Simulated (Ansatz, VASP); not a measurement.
One calculation of NaCl, two programs

```
Na Cl
1.0
     3.44389    0.00000    0.00000
    -1.72195    2.98250    0.00000
     0.00000    0.00000    8.61368
Na Cl
2 2
Direct
  0.66667 0.33333 0.85288
  0.33333 0.66667 0.14712
  0.00000 0.00000 0.67240
  0.00000 0.00000 0.32760
```

Alike in both runs: task relaxation of cell and atoms; functional PBE; dispersion D3(BJ); k mesh 6 × 6 × 2; occupations gaussian, width 0.1 eV; no spin polarisation.

```csv
,VASP,Ansatz
version,VASP 6.6.1,Ansatz 0.2.0
potentials or method,"VASP PAW PBE potentials, release 64 (Na_sv, Cl), cutoff 970 eV","scalar-relativistic, plane waves, PAW"
valence electrons in the cell,32,32
```

Ansatz gave:

* gap on the k mesh at the Fermi level, each at its own relaxed structure (eV): 3.88
* relaxed volume (Å³/atom): 34.31
* relaxed length of the cell vector where the two differ most in proportion (Å): 4.508

Estimate VASP's values.

gap on the k mesh at the Fermi level, each at its own relaxed structure (eV): 4.08; relaxed volume (Å³/atom): 31.84; relaxed length of the cell vector where the two differ most in proportion (Å): 4.366.

One of these differences is far larger than is usual between the two programs; its cause wasn't traced.

Noted on VASP's run: the volume moved by over 15 % at a fixed basis, so the end points are rough.
